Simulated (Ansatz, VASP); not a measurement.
One calculation of Mo, two programs

```xyz
2
Lattice="0.0000 2.9747 2.9747 2.9747 0.0000 2.9747 2.9747 2.9747 0.0000" Properties=species:S:1:pos:R:3 pbc="T T T"
Mo    0.7437    0.7437    0.7437
Mo    5.2058    5.2058    5.2058
```

Alike in both runs: task single point; functional RPBE; k mesh 11 × 11 × 11; occupations fermi-dirac, width 0.1 eV; no spin polarisation.

```csv
,VASP,Ansatz
version,VASP 6.6.1,Ansatz 0.2.0
potentials or method,"VASP PAW PBE potentials, release 64 (Mo_sv), cutoff 520 eV","plane waves (420 eV) with PAW, scalar-relativistic"
valence electrons in the cell,28,28
```

|  | VASP | Ansatz | Ansatz less VASP |
| --- | --- | --- | --- |
| pressure (GPa) | -8.9 | -9.0 | -0.12 |

VASP's potentials were made for PBE, not for RPBE.
